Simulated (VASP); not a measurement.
# K3ScSi (Pm-3m) in VASP: single point with PBE

Aim: the single point of K3ScSi with PBE.

Everything below comes from runs of VASP 6.6.1. Logs are shortened: lines on timing, memory, paths and dates and some standing lists are left out, and cuts for length are marked.

## (1) The cell of the first run

Symmetry: Pm-3m, No. 221, cubic system. The conventional cell has a = 5.116 Å, b = 5.116 Å, c = 5.116 Å, α = 90.00°, β = 90.00°, γ = 90.00°. K (site symmetry 4/mmm) has 2 Si at 2.56 Å within 3.4 Å. Within 4.8 Å of Sc (site symmetry m-3m) lie 12 K at 3.62 Å and 8 Si at 4.43 Å. Si (site symmetry m-3m) has 6 K at 2.56 Å within 3.4 Å.

## (2) Single point, PBE

INCAR reads:

```
  PREC = Accurate
  ENCUT = 520
  EDIFF = 1E-6
  ISMEAR = 0
  SIGMA = 0.1
  LREAL = F
  LASPH = T
  NELM = 80
  ALGO = Normal
  ISIF = 2
  LWAVE = F
  LCHARG = F
  GGA = PE
  NBANDS = 29
```

KPOINTS reads:

```
Automatic mesh
0
Gamma
  4 4 4
```

POSCAR reads:

```
K3ScSi
1.0
    5.1156397500      0.0000000000      0.0000000000
    0.0000000000      5.1156397500      0.0000000000
    0.0000000000      0.0000000000      5.1156397500
K Sc Si
3 1 1
Direct
    0.0000000000      0.5000000000      0.5000000000
    0.5000000000      0.0000000000      0.5000000000
    0.5000000000      0.5000000000      0.0000000000
    0.0000000000      0.0000000000      0.0000000000
    0.5000000000      0.5000000000      0.5000000000
```

Potentials or basis: VASP PAW PBE potentials, release 64 (K_sv, Sc_sv, Si).

On the command line:

```console
> cat potpaw_PBE.64/K_sv/POTCAR potpaw_PBE.64/Sc_sv/POTCAR potpaw_PBE.64/Si/POTCAR > POTCAR
> mpirun -np 1 vasp_std > vasp.out
```

OUTCAR:

```text
PREC = Accurate
   ENCUT = 520
   EDIFF = 1E-6
   ISMEAR = 0
   LREAL = F
   LASPH = T
   NELM = 80
   ISIF = 2
   GGA = PE

 ion  position               nearest neighbor table
   1  0.000  0.500  0.500-   5 2.56   5 2.56   4 3.62   2 3.62   3 3.62   4 3.62   2 3.62   4 3.62
                             4 3.62   2 3.62   3 3.62   3 3.62   3 3.62   2 3.62
   2  0.500  0.000  0.500-   5 2.56   5 2.56   4 3.62   1 3.62   3 3.62   4 3.62   1 3.62   3 3.62
                             3 3.62   3 3.62   1 3.62   4 3.62   4 3.62   1 3.62
   3  0.500  0.500  0.000-   5 2.56   5 2.56   4 3.62   1 3.62   1 3.62   2 3.62   2 3.62   2 3.62
                             4 3.62   2 3.62   1 3.62   4 3.62   1 3.62   4 3.62
   4  0.000  0.000  0.000-   1 3.62   2 3.62   3 3.62   1 3.62   2 3.62   1 3.62   3 3.62   1 3.62
                             2 3.62   3 3.62   2 3.62   3 3.62
   5  0.500  0.500  0.500-   1 2.56   2 2.56   3 2.56   3 2.56   2 2.56   1 2.56

  LATTYP: Found a simple cubic cell.
 ALAT       =     5.1156397500

  Lattice vectors:

 A1 = (   5.1156397500,   0.0000000000,   0.0000000000)
 A2 = (   0.0000000000,   5.1156397500,   0.0000000000)
 A3 = (   0.0000000000,   0.0000000000,   5.1156397500)

Analysis of symmetry for initial positions (statically):
=====================================================================
 Subroutine PRICEL returns:
 Original cell was already a primitive cell.

 Routine SETGRP: Setting up the symmetry group for a
 simple cubic supercell.

 Subroutine GETGRP returns: Found 48 space group operations
 (whereof 48 operations were pure point group operations)
 out of a pool of 48 trial point group operations.

The static configuration has the point symmetry O_h .

Analysis of symmetry for dynamics (positions and initial velocities):
=====================================================================
 Subroutine PRICEL returns:
 Original cell was already a primitive cell.

 Routine SETGRP: Setting up the symmetry group for a
 simple cubic supercell.

 Subroutine GETGRP returns: Found 48 space group operations
 (whereof 48 operations were pure point group operations)
 out of a pool of 48 trial point group operations.

The dynamic configuration has the point symmetry O_h .

 Subroutine INISYM returns: Found 48 space group operations
 (whereof 48 operations are pure point group operations),
 and found     1 'primitive' translations

----------------------------------------------------------------------------------------

                                     Primitive cell

  volume of cell :     133.8751

  direct lattice vectors                    reciprocal lattice vectors
     5.115639750  0.000000000  0.000000000     0.195478972  0.000000000  0.000000000
     0.000000000  5.115639750  0.000000000     0.000000000  0.195478972  0.000000000
     0.000000000  0.000000000  5.115639750     0.000000000  0.000000000  0.195478972

  length of vectors
     5.115639750  5.115639750  5.115639750     0.195478972  0.195478972  0.195478972

  position of ions in fractional coordinates (direct lattice)
     0.000000000  0.500000000  0.500000000
     0.500000000  0.000000000  0.500000000
     0.500000000  0.500000000  0.000000000
     0.000000000  0.000000000  0.000000000
     0.500000000  0.500000000  0.500000000

  ion indices of the primitive-cell ions
   primitive index   ion index
                 1           1
                 2           2
                 3           3
                 4           4
                 5           5

----------------------------------------------------------------------------------------

 KPOINTS: Automatic mesh

Automatic generation of k-mesh.
 Grid dimensions read from file:
 generate k-points for:    4    4    4

 Generating k-lattice:

  Cartesian coordinates                     Fractional coordinates (reciprocal lattice)
     0.048869743  0.000000000  0.000000000     0.250000000  0.000000000  0.000000000
     0.000000000  0.048869743  0.000000000     0.000000000  0.250000000  0.000000000
     0.000000000  0.000000000  0.048869743     0.000000000  0.000000000  0.250000000

  Length of vectors
     0.048869743  0.048869743  0.048869743

  Shift w.r.t. Gamma in fractional coordinates (k-lattice)
     0.000000000  0.000000000  0.000000000

 Subroutine IBZKPT returns following result:
 ===========================================

 Found     10 irreducible k-points:

 Following reciprocal coordinates:
            Coordinates               Weight
  0.000000  0.000000  0.000000      1.000000
  0.250000  0.000000  0.000000      6.000000
  0.500000  0.000000  0.000000      3.000000
  0.250000  0.250000  0.000000     12.000000
  0.500000  0.250000  0.000000     12.000000
  0.500000  0.500000  0.000000      3.000000
  0.250000  0.250000  0.250000      8.000000
  0.500000  0.250000  0.250000     12.000000
  0.500000  0.500000  0.250000      6.000000
  0.500000  0.500000  0.500000      1.000000
   k-points           NKPTS =     10   k-points in BZ     NKDIM =     10   number of bands    NBANDS=     29
   number of dos      NEDOS =    301   number of ions     NIONS =      5
   total plane-waves  NPLWV =  64000
   dimension x,y,z NGX =    40 NGY =   40 NGZ =   40
   dimension x,y,z NGXF=    80 NGYF=   80 NGZF=   80
   ions per type =               3   1   1
   NGX,Y,Z   is equivalent  to a cutoff of  13.00, 13.00, 13.00 a.u.
   NGXF,Y,Z  is equivalent  to a cutoff of  26.00, 26.00, 26.00 a.u.
 SYSTEM =  unknown system
   PREC   = accura    normal or accurate (medium, high low for compatibility)
   ISTART =      0    job   : 0-new  1-cont  2-samecut
   ICHARG =      2    charge: 1-file 2-atom 10-const
   ISPIN  =      1    spin polarized calculation?
   LNONCOLLINEAR =      F non collinear calculations
   LSORBIT =      F    spin-orbit coupling
   LASPH  =      T    aspherical Exc in radial PAW
   ENCUT  =  520.0 eV  38.22 Ry    6.18 a.u.   9.51  9.51  9.51*2*pi/ulx,y,z
   NELM   =     80;   NELMIN=  2; NELMDL= -5     # of ELM steps
   EDIFF  = 0.1E-05   stopping-criterion for ELM
   LREAL  =      F    real-space projection
   EDIFFG = 0.1E-04   stopping-criterion for IOM
   NSW    =      0    number of steps for IOM
   IBRION =     -1    ionic relax: 0-MD 1-quasi-New 2-CG
   NFREE  =      0    steps in history (QN), initial steepest desc. (CG)
   ISIF   =      2    stress and relaxation
   ISYM   =      2    0-nonsym 1-usesym 2-fastsym
   POTIM  = 0.5000    time-step for ionic-motion
   TEBEG  =    0.0;   TEEND  =   0.0 temperature during run
   PSTRESS=    0.0 pullay stress
   NELECT =      42.0000    total number of electrons
   NUPDOWN=      -1.0000    fix difference up-down
   EMIN   =  10.00;   EMAX   =-10.00  energy-range for DOS
[... 5 lines left out ...]
     AMIX     =   0.40;   BMIX     =  1.00
     AMIX_MAG =   1.60;   BMIX_MAG =  1.00
  volume/ion in A,a.u.               =      26.78       180.69
  Fermi-wavevector in a.u.,A,eV,Ry     =   1.112392  2.102117 16.836075  1.237417
  Thomas-Fermi vector in A             =   2.248966
   LORBIT       =      0    0 simple, 1 ext, 2 COOP (PROOUT), +10 PAW based schemes
   GGA     = PE    functional components
   LHFCALC =     F    Hartree Fock is set to
[... 5 lines left out ...]
 Gauss-broadening in eV      SIGMA  =   0.10
  energy-cutoff  :      520.00
  volume of cell :      133.88
 maximum number of plane-waves:      3695
 NGX is ok and might be reduce to    40
   NGX = 19   NGY = 19   NGZ = 19

 number of electron      42.0000006 magnetization

 Free energy of the ion-electron system (eV)
  ---------------------------------------------------
  ext. energy  EPLUGINS =         0.00000000
  ---------------------------------------------------
  free energy    TOTEN  =        -5.34944600 eV

  energy without entropy =       -5.29490406  energy(sigma->0) =       -5.32217503

 E-fermi :   3.1062     XC(G=0):  -8.8086

 val. band max:        3.1022652499   @ k =   0.5000   0.0000   0.0000
 cond. band min:       3.1453922572   @ k =   0.5000   0.2500   0.0000
 fundamental gap:      0.0431270073
 Fermi energy:         3.1061513812

 k-point     1 :       0.0000    0.0000    0.0000
  band No.  band energies     occupation
      1     -47.7390      2.00000
      2     -27.6677      2.00000
      3     -27.5250      2.00000
      4     -27.5250      2.00000
      5     -26.3688      2.00000
      6     -26.3688      2.00000
[... 21 lines left out ...]
     28       5.8919      0.00000
     29       5.8919      0.00000

 k-point     2 :       0.2500    0.0000    0.0000
  band No.  band energies     occupation
      1     -47.7389      2.00000
      2     -27.6500      2.00000
      3     -27.5428      2.00000
      4     -27.5247      2.00000
      5     -26.3687      2.00000
      6     -26.3687      2.00000
[... 21 lines left out ...]
     28       5.3782      0.00000
     29       5.3785      0.00000

 k-point     3 :       0.5000    0.0000    0.0000
  band No.  band energies     occupation
      1     -47.7389      2.00000
      2     -27.6222      2.00000
      3     -27.5707      2.00000
      4     -27.5245      2.00000
      5     -26.3686      2.00000
      6     -26.3686      2.00000
[... 21 lines left out ...]
     28       4.8658      0.00000
     29       4.8658      0.00000

 k-point     4 :       0.2500    0.2500    0.0000
  band No.  band energies     occupation
      1     -47.7389      2.00000
      2     -27.6338      2.00000
      3     -27.5482      2.00000
      4     -27.5347      2.00000
      5     -26.3686      2.00000
      6     -26.3685      2.00000
[... 149 lines left out ...]
     28       4.7360      0.00000
     29       4.7475      0.00000

 k-point     9 :       0.5000    0.5000    0.2500
  band No.  band energies     occupation
      1     -47.7389      2.00000
      2     -27.5709      2.00000
      3     -27.5703      2.00000
      4     -27.5703      2.00000
      5     -26.3691      2.00000
      6     -26.3690      2.00000
[... 21 lines left out ...]
     28       4.0645      0.00000
     29       4.7617      0.00000

 k-point    10 :       0.5000    0.5000    0.5000
  band No.  band energies     occupation
      1     -47.7389      2.00000
      2     -27.5695      2.00000
      3     -27.5695      2.00000
      4     -27.5695      2.00000
      5     -26.3697      2.00000
      6     -26.3697      2.00000
[... 21 lines left out ...]
     28       4.1858      0.00000
     29       4.1858      0.00000

------------------------ aborting loop because EDIFF is reached ----------------------------------------

  FORCE on cell =-STRESS in cart. coord.  units (eV):
  Direction    XX          YY          ZZ          XY          YZ          ZX
  --------------------------------------------------------------------------------------
  -------------------------------------------------------------------------------------
  Total       17.4598693     17.4598693     17.4598693     -0.0000000     -0.0000000     -0.0000000
  in kB      208.9544910    208.9544910    208.9544910     -0.0000000     -0.0000000     -0.0000000
  external PRESSURE =     208.9544910 kB  Pullay stress =       0.0000000 kB

 VOLUME and BASIS-vectors are now :
 -----------------------------------------------------------------------------
  energy-cutoff  :      520.00
  volume of cell :      133.88
      direct lattice vectors                 reciprocal lattice vectors
     5.115639750  0.000000000  0.000000000     0.195478972  0.000000000  0.000000000
     0.000000000  5.115639750  0.000000000     0.000000000  0.195478972  0.000000000
     0.000000000  0.000000000  5.115639750     0.000000000  0.000000000  0.195478972

 POSITION                                       TOTAL-FORCE (eV/Angst)
 -----------------------------------------------------------------------------------
      0.00000      2.55782      2.55782         0.000000      0.000000      0.000000
      2.55782      0.00000      2.55782         0.000000      0.000000      0.000000
      2.55782      2.55782      0.00000         0.000000      0.000000      0.000000
      0.00000      0.00000      0.00000         0.000000      0.000000      0.000000
      2.55782      2.55782      2.55782         0.000000      0.000000      0.000000
 -----------------------------------------------------------------------------------
    total drift:                               -0.000000     -0.000000     -0.000000

  FREE ENERGIE OF THE ION-ELECTRON SYSTEM (eV)
  ---------------------------------------------------
  free  energy   TOTEN  =        -5.3494460031 eV

  energy  without entropy=       -5.2949040636  energy(sigma->0) =       -5.32217503
```

Run time: 54 s. Hardware: 1 thread of Intel Xeon Platinum 8259CL at 2.50GHz (Skylake/Cascade Lake), shared host; peak memory 0.25 GiB.

What came out:

* Free energy: -5.3494 eV
* Pressure: 20.9 GPa
* Band gap on the k mesh: zero (band 21 reaches 3.24 eV, above the bottom of band 22 at 3.10 eV)
